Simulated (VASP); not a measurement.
# SiC: single point with r2SCAN

The system is SiC.

```
Si C
1.0
     3.13567    0.00000    0.00000
    -1.56784    2.71557    0.00000
     0.00000    0.00000    5.14712
Si C
2 2
Direct
  0.33333 0.66667 0.49959
  0.66667 0.33333 0.99959
  0.33333 0.66667 0.87541
  0.66667 0.33333 0.37541
```

This cell differs from its parent crystal: volume changed by +6%.

```json
{
  "Program": "VASP 6.6.1",
  "Task": "single point",
  "Functional": "r2SCAN",
  "Potentials or basis": "VASP PAW PBE potentials, release 64 (Si, C)",
  "Cutoff": "520 eV",
  "k mesh": "9 × 9 × 4",
  "Occupations": "gaussian, width 0.01 eV",
  "Spin": "no spin polarisation",
  "Dipole correction": "no",
  "Further INCAR settings": "ALGO = Normal; EDIFF = 1e-07; NBANDS = 16"
}
```

```yaml
Pressure: -12.0 GPa
Largest_force: 0.010 eV/Å
Band_gap_on_the_k_mesh: 2.74 eV, indirect (least direct gap 4.38 eV)
```

Forces in eV/Å, atoms in the order of the input:
```
Si   0.000  0.000 -0.010
Si   0.000  0.000 -0.010
C    0.000  0.000  0.010
C    0.000  0.000  0.010
```

Stress tensor (GPa, compression positive):
```
-12.09   0.00   0.00
  0.00 -12.09   0.00
  0.00   0.00 -11.77
```

Levels at points of the mesh, in eV from the valence-band top:
| k point | band 4 | band 5 | band 6 | band 7 | band 8 | band 9 | band 10 | band 11 | band 12 | band 13 |
| --- | --- | --- | --- | --- | --- | --- | --- | --- | --- | --- |
| (0.00, 0.00, 0.00) | -1.36 | -1.36 | -0.11 | 0.00 | 0.00 | 4.86 | 6.11 | 6.82 | 6.82 | 7.82 |
| (0.00, 0.00, 0.50) | -4.52 | -0.74 | -0.74 | -0.74 | -0.74 | 5.96 | 5.96 | 7.56 | 7.56 | 7.56 |

It took 100 s on 1 thread of AMD EPYC 9R45 (Zen 5), with other jobs on the host, peak memory 0.13 GiB.

Caveat: the PAW data sets were made with another functional, which shifts forces and pressure a little. A k mesh can miss the band edges.
